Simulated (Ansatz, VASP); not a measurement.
Fe in VASP and in Ansatz

```
Fe
1.0
    -1.36815    1.36815    1.36815
     1.36815   -1.36815    1.36815
     1.36815    1.36815   -1.36815
Fe
1
Direct
  0.00000 0.00000 0.00000
```

Alike in both runs: task single point; functional PBE; k mesh 4 × 4 × 4; occupations gaussian, width 0.1 eV; collinear spin.

|  | VASP | Ansatz |
| --- | --- | --- |
| version | VASP 6.6.1 | Ansatz 0.2.0 |
| potentials or method | VASP PAW PBE potentials, release 64 (Fe_sv), cutoff 690 eV | scalar-relativistic, plane waves, PAW |
| valence electrons in the cell | 16 | 16 |

VASP gave:

- gap on the k mesh at the Fermi level (eV): none
- pressure (GPa): 18.4
- net moment per atom (μB): 1.90
- size of the moment on the site where the two differ most (μB): 1.82

Question: Which values does Ansatz return?

Answer: gap on the k mesh at the Fermi level (eV): none; pressure (GPa): 20.1; net moment per atom (μB): 1.88; size of the moment on the site where the two differ most (μB): 1.85.

Site moments also hang on the region over which each program counts them. A gap of «none» marks a metal or a gap that the smearing closes. Ansatz's warnings: moment headroom below auto.

The k mesh is coarse, so the values compare programs but aren't converged.
